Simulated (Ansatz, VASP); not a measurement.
# Two plane-wave programs on V

```xyz
2
Lattice="2.9258 0.0000 0.0000 0.0000 2.9258 0.0000 0.0000 0.0000 2.9258" Properties=species:S:1:pos:R:3 pbc="T T T"
V     0.0000    0.0000    0.0000
V     1.4629    1.4629    1.4629
```

Alike in both runs: task single point; functional LDA; k mesh 12 × 12 × 12; occupations gaussian, width 0.05 eV; collinear spin.

```csv
,VASP,Ansatz
version,VASP 6.6.1,Ansatz 0.2.0
potentials or method,"VASP PAW LDA potentials, release 64 (V_sv), cutoff 500 eV","scalar-relativistic, plane waves, PAW"
valence electrons in the cell,26,26
```

Ansatz gave:

| Quantity | Value |
| --- | --- |
| gap on the k mesh at the Fermi level (eV) | none |
| pressure (GPa) | -0.1 |
| net moment per atom (μB) | 0.00 |

**Question.** What did VASP give for the same quantities?

**Answer.** gap on the k mesh at the Fermi level (eV): none; pressure (GPa): 0.4; net moment per atom (μB): 0.00.

LDA's correlation is that of Perdew and Zunger in VASP and of Perdew and Wang (1992) in Ansatz. A gap of «none» marks a metal or a gap that the smearing closes. Ansatz's warnings: seeded moment not kept.
